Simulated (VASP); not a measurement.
# Al2Pt in VASP: further runs

Al2Pt is run at these levels: LDA; tasks: single point.

All numbers are computed with VASP 6.6.1; they aren't measurements. Logs are shortened: lines on timing, memory, paths and dates and some standing lists are left out, and cuts for length are marked.

**1. The cell of the first run**

Symmetry: I4/mmm, No. 139, tetragonal system. Conventional cell: a = 4.221 Å, b = 4.221 Å, c = 5.910 Å, α = 90.00°, β = 90.00°, γ = 90.00°. Al (site symmetry -4m2) has 4 Pt at 2.58 Å and 6 Al at 2.96 to 2.98 Å within 3.4 Å. Pt (site symmetry 4/mmm) has 8 Al at 2.58 Å within 3.4 Å.

**2. Single point, LDA (equal xx and yy strain of +1 %)**

INCAR

```
ALGO = Normal
EDIFF = 1E-6
ENCUT = 520
ISIF = 2
ISMEAR = -1
LASPH = True
LCHARG = False
LREAL = False
LWAVE = False
NBANDS = 15
NELM = 80
PREC = Accurate
SIGMA = 0.08
```

KPOINTS

```
k-points
0
Gamma
  12 12 12
```

POSCAR

```
Al2Pt
1.0
    0.0000000000      2.9845500000      2.9550000000
    2.9845500000      0.0000000000      2.9550000000
    2.9845500000      2.9845500000      0.0000000000
Al Pt
2 1
Direct
    0.2500000000      0.2500000000      0.2500000000
    0.7500000000      0.7500000000      0.7500000000
    0.0000000000      0.0000000000      0.0000000000
```

Potentials or basis: VASP PAW LDA potentials, release 64 (Al, Pt).

On the command line:

```
> cat potpaw_LDA.64/Al/POTCAR potpaw_LDA.64/Pt/POTCAR > POTCAR
> mpirun -np 1 vasp_std > vasp.out
```

OUTCAR:

```text
EDIFF = 1E-6
   ENCUT = 520
   ISIF = 2
   ISMEAR = -1
   LASPH = True
   LREAL = False
   NELM = 80
   PREC = Accurate

 ion  position               nearest neighbor table
   1  0.250  0.250  0.250-   3 2.58   3 2.58   3 2.58   3 2.58   2 2.96   2 2.96   2 2.98   2 2.98
                             2 2.98   2 2.98
   2  0.750  0.750  0.750-   3 2.58   3 2.58   3 2.58   3 2.58   1 2.96   1 2.96   1 2.98   1 2.98
                             1 2.98   1 2.98
   3  0.000  0.000  0.000-   2 2.58   2 2.58   2 2.58   1 2.58   1 2.58   1 2.58   2 2.58   1 2.58

  LATTYP: Found a body centered tetragonal cell.
 ALAT       =     4.2207910876
 C/A-ratio  =     1.4002114479

  Lattice vectors:

 A1 = (   0.0000000000,  -2.9845500000,  -2.9550000000)
 A2 = (   0.0000000000,   2.9845500000,  -2.9550000000)
 A3 = (   2.9845500000,   0.0000000000,   2.9550000000)

Analysis of symmetry for initial positions (statically):
=====================================================================
 Subroutine PRICEL returns:
 Original cell was already a primitive cell.

 Routine SETGRP: Setting up the symmetry group for a
 body centered tetragonal supercell.

 Subroutine GETGRP returns: Found 16 space group operations
 (whereof 16 operations were pure point group operations)
 out of a pool of 16 trial point group operations.

The static configuration has the point symmetry D_4h.

Analysis of symmetry for dynamics (positions and initial velocities):
=====================================================================
 Subroutine PRICEL returns:
 Original cell was already a primitive cell.

 Routine SETGRP: Setting up the symmetry group for a
 body centered tetragonal supercell.

 Subroutine GETGRP returns: Found 16 space group operations
 (whereof 16 operations were pure point group operations)
 out of a pool of 16 trial point group operations.

The dynamic configuration has the point symmetry D_4h.

 Subroutine INISYM returns: Found 16 space group operations
 (whereof 16 operations are pure point group operations),
 and found     1 'primitive' translations

----------------------------------------------------------------------------------------

                                     Primitive cell

  volume of cell :      52.6436

  direct lattice vectors                    reciprocal lattice vectors
     0.000000000  2.984550000  2.955000000    -0.167529443  0.167529443  0.169204738
     2.984550000  0.000000000  2.955000000     0.167529443 -0.167529443  0.169204738
     2.984550000  2.984550000  0.000000000     0.167529443  0.167529443 -0.169204738

  length of vectors
     4.199948060  4.199948060  4.220791088     0.291139953  0.291139953  0.291139953

  position of ions in fractional coordinates (direct lattice)
[... 91 lines left out ...]
   PSTRESS=    0.0 pullay stress
   NELECT =      16.0000    total number of electrons
   NUPDOWN=      -1.0000    fix difference up-down
   EMIN   =  10.00;   EMAX   =-10.00  energy-range for DOS
   EFERMI =   0.00;   METHOD = LEGACY
   ISMEAR =    -1;   SIGMA  =   0.08  broadening in eV -4-tet -1-fermi 0-gaus
   EFERMI_NEDOS =   21; number of points for ismear=-14 and -15
   IALGO  =     38    algorithm
   IMIX   =      4    mixing-type and parameters
     AMIX     =   0.40;   BMIX     =  1.00
     AMIX_MAG =   1.60;   BMIX_MAG =  1.00
  volume/ion in A,a.u.               =      17.55       118.42
  Fermi-wavevector in a.u.,A,eV,Ry     =   1.100694  2.080009 16.483816  1.211526
  Thomas-Fermi vector in A             =   2.237109
   LORBIT       =      0    0 simple, 1 ext, 2 COOP (PROOUT), +10 PAW based schemes
   GGA     = CA    functional components
   LHFCALC =     F    Hartree Fock is set to
   AEXX    =    0.0000 exact exchange contribution
   IVDW    =     0    specifies the selected vdW correction
   LEPSILON=     F    determine dielectric tensor
   LRPA    =     F    only Hartree local field effects (RPA)
 non-spin polarized calculation
  energy-cutoff  :      520.00
  volume of cell :       52.64
 maximum number of plane-waves:      1432
   NGX = 15   NGY = 15   NGZ = 15

 number of electron      16.0000000 magnetization

 Free energy of the ion-electron system (eV)
  ---------------------------------------------------
  ext. energy  EPLUGINS =         0.00000000
  ---------------------------------------------------
  free energy    TOTEN  =       -18.56242860 eV

  energy without entropy =      -18.53655005  energy(sigma->0) =      -18.54948932

 E-fermi :   7.4920     XC(G=0): -10.7998

 val. band max:        7.4899993159   @ k =   0.3333   0.2500   0.0000
 cond. band min:       7.5054931497   @ k =  -0.4167   0.2500   0.0000
 fundamental gap:      0.0154938338
 Fermi energy:         7.4919934949

 k-point     1 :       0.0000    0.0000    0.0000
  band No.  band energies     occupation
      1      -2.6039      2.00000
      2       2.4915      2.00000
      3       2.5071      2.00000
      4       2.5071      2.00000
      5       3.8249      2.00000
      6       3.8644      2.00000
      7      10.1454      0.00000
      8      11.2604      0.00000
      9      11.2604      0.00000
     10      11.3327      0.00000
     11      12.6649      0.00000
     12      12.8112      0.00000
     13      12.8112      0.00000
     14      13.5882      0.00000
[... 401 lines left out ...]
      2       1.5088      2.00000
      3       2.7333      2.00000
      4       3.0179      2.00000
      5       3.5706      2.00000
      6       3.9288      2.00000
      7       4.3017      2.00000
      8       7.0250      1.99418
      9       8.0979      0.00103
     10      10.8486      0.00000
     11      13.0368      0.00000
     12      13.2430      0.00000
     13      14.3512      0.00000
     14      16.0831      0.00000
     15      16.5603      0.00000

 [... further k-points ...]
[... 5 lines left out ...]
  --------------------------------------------------------------------------------------
  -------------------------------------------------------------------------------------
  Total       -2.0616560     -2.0616560     -1.8366940      0.0000000      0.0000000      0.0000000
  in kB      -62.7453544    -62.7453544    -55.8987610      0.0000000      0.0000000      0.0000000
  external PRESSURE =     -60.4631566 kB  Pullay stress =       0.0000000 kB

 VOLUME and BASIS-vectors are now :
 -----------------------------------------------------------------------------
  energy-cutoff  :      520.00
  volume of cell :       52.64
      direct lattice vectors                 reciprocal lattice vectors
     0.000000000  2.984550000  2.955000000    -0.167529443  0.167529443  0.169204738
     2.984550000  0.000000000  2.955000000     0.167529443 -0.167529443  0.169204738
     2.984550000  2.984550000  0.000000000     0.167529443  0.167529443 -0.169204738

 POSITION                                       TOTAL-FORCE (eV/Angst)
 -----------------------------------------------------------------------------------
      1.49228      1.49228      1.47750        -0.000000     -0.000000      0.000000
      4.47682      4.47682      4.43250        -0.000000      0.000000      0.000000
      0.00000      0.00000      0.00000         0.000000      0.000000      0.000000
 -----------------------------------------------------------------------------------
    total drift:                                0.000000     -0.000000      0.000000

  FREE ENERGIE OF THE ION-ELECTRON SYSTEM (eV)
  ---------------------------------------------------
  free  energy   TOTEN  =       -18.5624286002 eV

  energy  without entropy=      -18.5365500490  energy(sigma->0) =      -18.54948932
```

Run time: 57 s. Hardware: 1 thread of Intel Xeon 6975P-C, shared host; peak memory 0.25 GiB.

What came out:

| Item | Value |
| --- | --- |
| Free energy | -18.5624 eV |
| Pressure | -6.0 GPa |
| Band gap on the k mesh | zero (band 8 reaches 11.26 eV, above the bottom of band 9 at 5.89 eV) |

Levels at points of the mesh, in eV from the Fermi level:
```tsv
k point	band 4	band 5	band 6	band 7	band 8	band 9	band 10	band 11	band 12	band 13
(0.00, 0.00, 0.00)	-4.98	-3.67	-3.63	2.65	3.77	3.77	3.84	5.17	5.32	5.32
(0.50, 0.00, 0.00)	-4.66	-3.69	-3.44	-3.44	0.97	1.04	3.65	4.99	5.03	5.17
(0.50, 0.50, 0.00)	-3.75	-3.75	-3.36	-3.18	-1.60	-1.60	2.87	3.28	8.07	10.46
(0.50, 0.00, 0.50)	-3.79	-3.74	-3.40	-3.17	-1.59	-1.51	2.97	3.34	8.07	10.34
```

Caveat: the cell differs from its parent crystal (equal xx and yy strain of +1 %); spin-orbit coupling is left out, which moves the levels of the heavy elements.

**3. Single point, LDA (equal xx and yy strain of +2 %)**

INCAR

```
PREC = Accurate
ENCUT = 520
EDIFF = 1E-6
ISMEAR = -1
SIGMA = 0.08
LREAL = F
LASPH = T
NELM = 100
ALGO = Normal
ISIF = 2
LWAVE = F
LCHARG = T
GGA = CA
LELF = T
LVHAR = T
NBANDS = 15
```

KPOINTS

```
Automatic mesh
0
Gamma
  12 12 12
```

POSCAR

```
Al2Pt
1.0
    0.0000000000      3.0141000000      2.9550000000
    3.0141000000      0.0000000000      2.9550000000
    3.0141000000      3.0141000000      0.0000000000
Al Pt
2 1
Direct
    0.2500000000      0.2500000000      0.2500000000
    0.7500000000      0.7500000000      0.7500000000
    0.0000000000      0.0000000000      0.0000000000
```

Potentials or basis: VASP PAW LDA potentials, release 64 (Al, Pt).

On the command line:

```
> cat potpaw_LDA.64/Al/POTCAR potpaw_LDA.64/Pt/POTCAR > POTCAR
> mpirun -np 1 vasp_std > vasp.out
```

It took 60 s on 1 thread of Intel Xeon 6975P-C, shared host; peak memory 0.25 GiB.

The run converged. Its results:

| Quantity | Value |
| --- | --- |
| Free energy | -18.5135 eV |
| Pressure | -8.3 GPa |
| Band gap on the k mesh | zero (band 8 reaches 10.99 eV, above the bottom of band 9 at 5.66 eV) |

Stress tensor (GPa, compression positive):
```
-8.72  0.00  0.00
 0.00 -8.72  0.00
 0.00  0.00 -7.35
```

Levels at points of the mesh, in eV from the Fermi level:
```tsv
k point	band 5	band 6	band 7	band 8	band 9	band 10	band 11	band 12
(0.00, 0.00, 0.00)	-3.60	-3.53	2.51	3.73	3.73	3.87	4.97	5.26
(0.50, 0.00, 0.00)	-3.63	-3.37	-3.36	0.94	1.07	3.61	4.79	4.94
(0.50, 0.50, 0.00)	-3.67	-3.27	-3.12	-1.60	-1.60	2.67	3.22	8.07
(0.50, 0.00, 0.50)	-3.65	-3.36	-3.09	-1.57	-1.42	2.87	3.33	8.05
```

Caveat: the cell differs from its parent crystal (equal xx and yy strain of +2 %); spin-orbit coupling is left out, which moves the levels of the heavy elements.

[end of part 1 of 2]
